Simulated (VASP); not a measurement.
# Fe (P6_3/mmc) in VASP: a series of runs, part 2 of 2

VASP 6.6.1. The steps go on from the part before.

## Step 4: Single point, PBE, collinear spin, ferromagnetic start

This run uses another cell than the first one: it holds 4 atoms, not 2.

Input file INCAR:

```
SYSTEM = Fe
PREC = Accurate ; ENCUT = 600
EDIFF = 1E-6 ; ISMEAR = 0
SIGMA = 0.1 ; LREAL = .FALSE.
LASPH = .TRUE. ; NELM = 200
ALGO = Normal ; ISIF = 2
LWAVE = .FALSE. ; LCHARG = .FALSE.
ISPIN = 2 ; MAGMOM = 2.87 2.87 2.87 2.87
LORBIT = 11 ; LMAXMIX = 4
GGA = PE ; NBANDS = 28
GGA_COMPAT = .FALSE.
```

Input file KPOINTS:

```
regular mesh
0
G
  18 18 5
  0 0 0
```

Input file POSCAR:

```
Fe
1.0
    2.5349135889      0.0000000000      0.0000000000
   -1.2674567944      2.1952995644      0.0000000000
    0.0000000000      0.0000000000      8.6621759749
Fe
4
Direct
    0.0000000000      0.0000000000      0.0000000000
    0.3333333333      0.6666666667      0.2500000000
    0.0000000000      0.0000000000      0.5000000000
    0.6666666667      0.3333333333      0.7500000000
```

Potentials or basis: VASP PAW PBE potentials, release 64 (Fe).

Started as:

```sh
$ cat potpaw_PBE.64/Fe/POTCAR > POTCAR
$ mpirun -np 1 vasp_std > vasp.out
```

OUTCAR:

```text
SYSTEM = Fe
   PREC = Accurate
   ENCUT = 600
   EDIFF = 1E-6
   ISMEAR = 0
   LREAL = .FALSE.
   LASPH = .TRUE.
   NELM = 200
   ISIF = 2
   ISPIN = 2
   LORBIT = 11
   GGA = PE

 ion  position               nearest neighbor table
   1  0.000  0.000  0.000-   2 2.61   4 2.61   2 2.61   4 2.61   4 2.61   2 2.61
   2  0.333  0.667  0.250-   1 2.61   3 2.61   1 2.61   3 2.61   1 2.61   3 2.61
   3  0.000  0.000  0.500-   2 2.61   4 2.61   2 2.61   4 2.61   4 2.61   2 2.61
   4  0.667  0.333  0.750-   1 2.61   3 2.61   1 2.61   3 2.61   1 2.61   3 2.61

  LATTYP: Found a hexagonal cell.
 ALAT       =     2.5349135889
 C/A-ratio  =     3.4171484238

  Lattice vectors:

 A1 = (   2.5349135889,   0.0000000000,   0.0000000000)
 A2 = (  -1.2674567944,   2.1952995644,   0.0000000000)
 A3 = (   0.0000000000,   0.0000000000,   8.6621759749)

Analysis of symmetry for initial positions (statically):
=====================================================================
 Subroutine PRICEL returns:
 Original cell was already a primitive cell.

 Routine SETGRP: Setting up the symmetry group for a
 hexagonal supercell.

 Subroutine GETGRP returns: Found 24 space group operations
 (whereof 12 operations were pure point group operations)
 out of a pool of 24 trial point group operations.

The static configuration has the point symmetry D_3d.
 The point group associated with its full space group is D_6h.

Analysis of symmetry for dynamics (positions and initial velocities):
=====================================================================
 Subroutine PRICEL returns:
 Original cell was already a primitive cell.

 Routine SETGRP: Setting up the symmetry group for a
 hexagonal supercell.

 Subroutine GETGRP returns: Found 24 space group operations
 (whereof 12 operations were pure point group operations)
 out of a pool of 24 trial point group operations.

The dynamic configuration has the point symmetry D_3d.
 The point group associated with its full space group is D_6h.

Analysis of structural, dynamic, and magnetic symmetry:
=====================================================================
 Subroutine PRICEL returns:
 Original cell was already a primitive cell.

 Routine SETGRP: Setting up the symmetry group for a
 hexagonal supercell.

 Subroutine GETGRP returns: Found 24 space group operations
 (whereof 12 operations were pure point group operations)
 out of a pool of 24 trial point group operations.

The overall configuration has the point symmetry D_3d.
 The point group associated with its full space group is D_6h.

 Subroutine INISYM returns: Found 24 space group operations
 (whereof 12 operations are pure point group operations),
 and found     1 'primitive' translations

----------------------------------------------------------------------------------------

                                     Primitive cell

  volume of cell :      48.2041

  direct lattice vectors                    reciprocal lattice vectors
     2.534913589  0.000000000  0.000000000     0.394490765  0.227759349  0.000000000
    -1.267456794  2.195299564  0.000000000     0.000000000  0.455518698  0.000000000
     0.000000000  0.000000000  8.662175975     0.000000000  0.000000000  0.115444434

  length of vectors
     2.534913589  2.534913589  8.662175975     0.455518698  0.455518698  0.115444434

[... 79 lines left out ...]
   LNONCOLLINEAR =      F non collinear calculations
   LSORBIT =      F    spin-orbit coupling
   LASPH  =      T    aspherical Exc in radial PAW
   ENCUT  =  600.0 eV  44.10 Ry    6.64 a.u.   5.06  5.06 17.30*2*pi/ulx,y,z
   NELM   =    200;   NELMIN=  2; NELMDL= -5     # of ELM steps
   EDIFF  = 0.1E-05   stopping-criterion for ELM
   LREAL  =      F    real-space projection
   EDIFFG = 0.1E-04   stopping-criterion for IOM
   NSW    =      0    number of steps for IOM
[... 5 lines left out ...]
   TEBEG  =    0.0;   TEEND  =   0.0 temperature during run
   PSTRESS=    0.0 pullay stress
   NELECT =      32.0000    total number of electrons
   NUPDOWN=      -1.0000    fix difference up-down
   EMIN   =  10.00;   EMAX   =-10.00  energy-range for DOS
   EFERMI =   0.00;   METHOD = LEGACY
   ISMEAR =     0;   SIGMA  =   0.10  broadening in eV -4-tet -1-fermi 0-gaus
   EFERMI_NEDOS =   21; number of points for ismear=-14 and -15
   IALGO  =     38    algorithm
   IMIX   =      4    mixing-type and parameters
     AMIX     =   0.40;   BMIX     =  1.00
     AMIX_MAG =   1.60;   BMIX_MAG =  1.00
  volume/ion in A,a.u.               =      12.05        81.32
  Fermi-wavevector in a.u.,A,eV,Ry     =   1.428116  2.698748 27.749293  2.039516
  Thomas-Fermi vector in A             =   2.548213
   LORBIT       =     11    0 simple, 1 ext, 2 COOP (PROOUT), +10 PAW based schemes
   GGA     = PE    functional components
   LHFCALC =     F    Hartree Fock is set to
   AEXX    =    0.0000 exact exchange contribution
   IVDW    =     0    specifies the selected vdW correction
   LEPSILON=     F    determine dielectric tensor
   LRPA    =     F    only Hartree local field effects (RPA)
 spin polarized calculation
 Gauss-broadening in eV      SIGMA  =   0.10
  energy-cutoff  :      600.00
  volume of cell :       48.20
 maximum number of plane-waves:      1635
   NGX = 11   NGY = 11   NGZ = 35

 number of electron      32.0000011 magnetization       9.6296007

 number of electron      32.0000011 magnetization      10.3485147

 Free energy of the ion-electron system (eV)
  ---------------------------------------------------
  ext. energy  EPLUGINS =         0.00000000
  ---------------------------------------------------
  free energy    TOTEN  =       -32.28428835 eV

  energy without entropy =      -32.25907174  energy(sigma->0) =      -32.27168004

 E-fermi :   5.4813     XC(G=0): -12.7657

 val. band max:        5.4790938182   @ k =   0.3333   0.1111   0.0000
 cond. band min:       5.4816634832   @ k =   0.1667   0.1667   0.4000
 fundamental gap:      0.0025696650
 Fermi energy:         5.4813275689

 spin component 1

 k-point     1 :       0.0000    0.0000    0.0000
  band No.  band energies     occupation
      1      -2.9033      1.00000
      2      -0.9595      1.00000
      3      -0.9365      1.00000
      4       0.6068      1.00000
      5       2.6422      1.00000
      6       2.6987      1.00000
[... 733 lines left out ...]
     27      14.6513      0.00000
     28      15.3044      0.00000

 [... further k-points ...]

 spin component 2

 k-point     1 :       0.0000    0.0000    0.0000
  band No.  band energies     occupation
      1      -2.6337      1.00000
      2      -0.6100      1.00000
      3      -0.5970      1.00000
      4       1.8990      1.00000
      5       4.5148      1.00000
      6       4.5354      1.00000
[... 733 lines left out ...]
     27      15.8355      0.00000
     28      16.3494      0.00000

 [... further k-points ...]

------------------------ aborting loop because EDIFF is reached ----------------------------------------

  FORCE on cell =-STRESS in cart. coord.  units (eV):
  Direction    XX          YY          ZZ          XY          YZ          ZX
  --------------------------------------------------------------------------------------
  -------------------------------------------------------------------------------------
  Total       -0.1086549     -0.1086549     -0.0324051     -0.0000000      0.0000000      0.0000000
  in kB       -3.6114026     -3.6114026     -1.0770597     -0.0000000      0.0000000      0.0000000
  external PRESSURE =      -2.7666216 kB  Pullay stress =       0.0000000 kB

 VOLUME and BASIS-vectors are now :
 -----------------------------------------------------------------------------
  energy-cutoff  :      600.00
  volume of cell :       48.20
      direct lattice vectors                 reciprocal lattice vectors
     2.534913589  0.000000000  0.000000000     0.394490765  0.227759349  0.000000000
    -1.267456794  2.195299564  0.000000000     0.000000000  0.455518698  0.000000000
     0.000000000  0.000000000  8.662175975     0.000000000  0.000000000  0.115444434

 POSITION                                       TOTAL-FORCE (eV/Angst)
 -----------------------------------------------------------------------------------
      0.00000      0.00000      0.00000        -0.000000      0.000000     -0.000000
     -0.00000      1.46353      2.16554         0.000000     -0.000000     -0.000000
      0.00000      0.00000      4.33109        -0.000000      0.000000     -0.000000
      1.26746      0.73177      6.49663        -0.000000      0.000000      0.000000
 -----------------------------------------------------------------------------------
    total drift:                                0.000000     -0.000000      0.000000

  FREE ENERGIE OF THE ION-ELECTRON SYSTEM (eV)
  ---------------------------------------------------
  free  energy   TOTEN  =       -32.2842883491 eV

  energy  without entropy=      -32.2590717388  energy(sigma->0) =      -32.27168004

 total charge

# of ion       s       p       d       tot
------------------------------------------
    1        0.474   0.490   6.198   7.161
    2        0.472   0.491   6.197   7.159
    3        0.474   0.490   6.198   7.161
    4        0.472   0.491   6.197   7.159
--------------------------------------------------
tot          1.892   1.961  24.788  28.641

 magnetization (x)

# of ion       s       p       d       tot
------------------------------------------
    1       -0.016  -0.040   2.633   2.577
    2       -0.015  -0.040   2.635   2.580
    3       -0.016  -0.040   2.633   2.577
    4       -0.015  -0.040   2.635   2.580
--------------------------------------------------
tot         -0.062  -0.160  10.536  10.315
```

OSZICAR:

```text
N       E                     dE             d eps       ncg     rms          rms(c)
DAV:   1     0.240439916358E+03    0.24044E+03   -0.15289E+04 12664   0.164E+03
DAV:   2    -0.222224675492E+02   -0.26266E+03   -0.24695E+03 12432   0.316E+02
DAV:   3    -0.358597723868E+02   -0.13637E+02   -0.12512E+02 13396   0.101E+02
DAV:   4    -0.360499695762E+02   -0.19020E+00   -0.18959E+00 13744   0.134E+01
DAV:   5    -0.360515302394E+02   -0.15607E-02   -0.15606E-02 13784   0.954E-01    0.219E+01
DAV:   6    -0.322827319081E+02    0.37688E+01   -0.30355E+01 13468   0.787E+01    0.156E+01
DAV:   7    -0.322067385994E+02    0.75993E-01   -0.32001E+00 13776   0.244E+01    0.647E+00
DAV:   8    -0.322949034550E+02   -0.88165E-01   -0.36659E-01 17768   0.598E+00    0.427E+00
DAV:   9    -0.326125600647E+02   -0.31766E+00   -0.21678E+00 17504   0.229E+01    0.859E+00
DAV:  10    -0.322444302534E+02    0.36813E+00   -0.13763E+00 16640   0.192E+01    0.154E+00
DAV:  11    -0.322841119877E+02   -0.39682E-01   -0.62132E-02 16372   0.312E+00    0.343E-01
DAV:  12    -0.322842881197E+02   -0.17613E-03   -0.45359E-03 14748   0.921E-01    0.138E-01
DAV:  13    -0.322842720783E+02    0.16041E-04   -0.17790E-04 13244   0.161E-01    0.736E-02
DAV:  14    -0.322842791270E+02   -0.70487E-05   -0.14121E-05 15564   0.504E-02    0.407E-02
DAV:  15    -0.322842897424E+02   -0.10615E-04   -0.12676E-05 14388   0.571E-02    0.154E-02
DAV:  16    -0.322842886679E+02    0.10746E-05   -0.26713E-06  8132   0.252E-02    0.523E-03
DAV:  17    -0.322842883491E+02    0.31880E-06   -0.46798E-07  6792   0.105E-02
   1 F= -.32284288E+02 E0= -.32271680E+02  d E =-.252166E-01  mag=    10.3486
```

stdout:

```text
POSCAR found type information on POSCAR Fe
 POSCAR found :  1 types and       4 ions
 scaLAPACK will be used
 LDA part: xc-table for (Slater+PW92), standard interpolation
 POSCAR, INCAR and KPOINTS ok, starting setup
 FFT: planning ... GRIDC
 FFT: planning ... GRID_SOFT
 FFT: planning ... GRID
 WAVECAR not read
 entering main loop
```

It took 5.9 min on 1 thread of Oxide Virtual Turin-like, shared host; peak memory 0.33 GiB.

Results:

- Free energy: -32.2843 eV
- Pressure: -0.3 GPa
- Net moment: 10.35 μB per cell
- Site moments: Fe +2.58 μB
- Valence electrons inside the program's atomic spheres: Fe 7.16

## Step 5: Summary

```tsv
cell	k mesh	gap on the mesh (eV)	pressure (GPa)	moment (μB)
a = 2.571, b = 2.571, c = 4.199 Å, angles 90.0, 90.0, 120.0°, 2 atoms, atomic positions A	9 × 9 × 4	none	-0.9	5.06
a = 2.524, b = 2.524, c = 4.374 Å, angles 90.0, 90.0, 120.0°, 2 atoms, atomic positions A	18 × 18 × 10	none	-0.2	5.18
a = 2.535, b = 2.535, c = 8.662 Å, angles 90.0, 90.0, 120.0°, 4 atoms, atomic positions B	18 × 18 × 5	none	-0.3	10.35
```

Alike in all rows: task single point; level PBE; potentials or basis VASP PAW PBE potentials, release 64 (Fe); spin collinear, ferromagnetic start; cutoff (eV) 600; smearing gaussian 0.1 eV.

Caveats: some runs use coarse meshes.

Total energies depend on the potentials used, so only differences within one code and one set of settings carry meaning.
